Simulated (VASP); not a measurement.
A run of VASP 6.6.1:

File POSCAR:

```
Li2Se
1.0
    0.0000000000      2.9726950700      2.9726950700
    2.9726950700      0.0000000000      2.9726950700
    2.9726950700      2.9726950700      0.0000000000
Li Se
2 1
Direct
    0.2500000000      0.2500000000      0.2500000000
    0.7500000000      0.7500000000      0.7500000000
    0.0000000000      0.0000000000      0.0000000000
```

INCAR.step1

```
  PREC = Accurate
  ENCUT = 830
  ISMEAR = -1
  SIGMA = 0.02
  LREAL = F
  LASPH = T
  NELM = 120
  NBANDS = 13
  GGA = PE
  ALGO = Normal
  EDIFF = 1E-5
  LWAVE = T
  LCHARG = F
  GGA_COMPAT = F
```

The input INCAR.step2:

```
  PREC = Accurate
  ENCUT = 830
  EDIFF = 1E-6
  ISMEAR = -1
  SIGMA = 0.02
  LREAL = F
  LASPH = T
  NELM = 120
  ALGO = Normal
  ISIF = 2
  LWAVE = F
  LCHARG = F
  METAGGA = R2SCAN
  LMIXTAU = T
  NBANDS = 13
  ISTART = 1
  GGA_COMPAT = F
```

Contents of KPOINTS:

```
Automatic mesh
0
Gamma
  8 8 8
```

Potentials or basis: VASP PAW PBE potentials, release 64 (Li_sv, Se).

Launch:

```bash
$ cat potpaw_PBE.64/Li_sv/POTCAR potpaw_PBE.64/Se/POTCAR > POTCAR
$ cp INCAR.step1 INCAR
$ mpirun -np 1 vasp_std > vasp.out
$ cp INCAR.step2 INCAR
$ mpirun -np 1 vasp_std > vasp.out
```

Hardware: 1 thread of Intel(R) Xeon(R) 6975P-C (Granite Rapids), with other jobs on the host.

Q: Estimate the wall time of this run.

A: Run time: 89 s on 1 thread of Intel(R) Xeon(R) 6975P-C (Granite Rapids) (shared host), peak memory 0.27 GiB. Counts: k points 29.
